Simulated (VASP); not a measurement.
## SrGe12Pt4: single point with PBE+D3(BJ)

Crystal: SrGe12Pt4.

```
CELL_PARAMETERS angstrom
-4.33586 4.33586 4.33586
4.33586 -4.33586 4.33586
4.33586 4.33586 -4.33586
ATOMIC_POSITIONS crystal
Sr 0.00000 0.00000 0.00000
Ge 0.84954 0.49425 0.64471
Ge 0.64471 0.15046 0.79518
Ge 0.50575 0.35529 0.15046
Ge 0.15046 0.79518 0.64471
Ge 0.35529 0.15046 0.50575
Ge 0.79518 0.64471 0.15046
Ge 0.15046 0.50575 0.35529
Ge 0.20482 0.35529 0.84954
Ge 0.84954 0.20482 0.35529
Ge 0.35529 0.84954 0.20482
Ge 0.64471 0.84954 0.49425
Ge 0.49425 0.64471 0.84954
Pt 0.50000 0.50000 0.50000
Pt 0.00000 0.50000 0.00000
Pt 0.50000 0.00000 0.00000
Pt 0.00000 0.00000 0.50000
```

```json
{"Program": "VASP 6.6.1", "Task": "single point", "Functional": "PBE", "Dispersion": "D3(BJ)", "Potentials or basis": "VASP PAW PBE potentials, release 64 (Sr_sv, Ge_d, Pt)", "Cutoff": "520 eV", "k mesh": "6 × 6 × 6", "Occupations": "gaussian, width 0.1 eV", "Spin": "no spin polarisation", "Dipole correction": "no", "Further INCAR settings": "LREAL = Auto; ALGO = Normal; EDIFF = 1e-07; NBANDS = 123"}
```

```yaml
Pressure: 0.0 GPa
Band_gap_on_the_k_mesh: zero (band 109 reaches 6.73 eV, above the bottom of band 110 at 6.14 eV)
Dispersion_energy_per_atom: -0.416 eV
```

Forces in eV/Å, atoms in the order of the input:
```
Sr   0.000  0.000  0.000
Ge  -0.003  0.000  0.001
Ge  -0.001 -0.003  0.000
Ge   0.000 -0.001  0.003
Ge  -0.003  0.000 -0.001
Ge  -0.001  0.003  0.000
Ge   0.000 -0.001 -0.003
Ge   0.003  0.000 -0.001
Ge   0.000  0.001  0.003
Ge   0.003  0.000  0.001
Ge   0.001  0.003  0.000
Ge   0.001 -0.003  0.000
Ge   0.000  0.001 -0.003
Pt   0.000  0.000  0.000
Pt   0.000  0.000  0.000
Pt   0.000  0.000  0.000
Pt   0.000  0.000  0.000
```

Levels at points of the mesh, in eV from the Fermi level:
| k point | band 105 | band 106 | band 107 | band 108 | band 109 | band 110 | band 111 | band 112 | band 113 | band 114 |
| --- | --- | --- | --- | --- | --- | --- | --- | --- | --- | --- |
| (0.00, 0.00, 0.00) | -0.74 | -0.68 | 0.06 | 0.06 | 0.06 | 0.55 | 0.55 | 1.50 | 1.50 | 1.71 |
| (0.50, 0.00, 0.00) | -1.10 | -0.98 | -0.47 | -0.13 | 0.12 | 0.41 | 0.50 | 0.61 | 2.03 | 2.09 |
| (0.50, 0.50, 0.50) | -1.49 | -1.49 | -1.36 | -1.36 | -1.36 | -0.41 | -0.41 | -0.41 | 1.74 | 1.74 |

It took 28 min on 1 thread of Intel(R) Xeon(R) Platinum 8259CL CPU @ 2.50GHz (Skylake/Cascade Lake), on a shared host, peak memory 0.73 GiB.

Caveat: spin-orbit coupling is left out, which moves the levels of the heavy elements; pairwise dispersion overbinds metals, which lowers pressure and volume.
